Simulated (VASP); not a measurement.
A run of VASP 6.6.1:

File INCAR:

```
SYSTEM = GaSbAs2
PREC = Accurate
ENCUT = 520
EDIFF = 1E-7
ISMEAR = -1
SIGMA = 0.15
LREAL = .False.
LASPH = .True.
NELM = 80
ALGO = Normal
ISIF = 2
LWAVE = .False.
LCHARG = .True.
GGA = PE
LELF = .True.
LVHAR = .True.
NBANDS = 22
```

The input KPOINTS:

```
Automatic mesh
0
Gamma
  10 10 6
  0 0 0
```

POSCAR

```
GaSbAs2
1.0
    4.2331686452      0.0000000000      0.0000000000
    0.0000000000      4.2331686452      0.0000000000
    0.0000000000      0.0000000000      6.5915043243
Ga Sb As
1 1 2
Direct
    0.5000000000      0.5000000000      0.0000000000
    0.0000000000      0.0000000000      0.5000000000
    0.5000000000      0.0000000000      0.7860650185
    0.0000000000      0.5000000000      0.2139349815
```

Potentials or basis: VASP PAW PBE potentials, release 64 (Ga_d, Sb, As).

The run is started by

```sh
$ cat potpaw_PBE.64/Ga_d/POTCAR potpaw_PBE.64/Sb/POTCAR potpaw_PBE.64/As/POTCAR > POTCAR
$ mpirun -np 1 vasp_std > vasp.out
```

Hardware: 1 thread of Intel(R) Xeon(R) Platinum 8488C (Sapphire Rapids), on a shared host.

**Question.** Estimate the wall time of this run.

**Answer.** It took 3.2 min on 1 thread of Intel(R) Xeon(R) Platinum 8488C (Sapphire Rapids), with other jobs on the host, peak memory 0.38 GiB. Counts: scf iterations 15, k points 84.
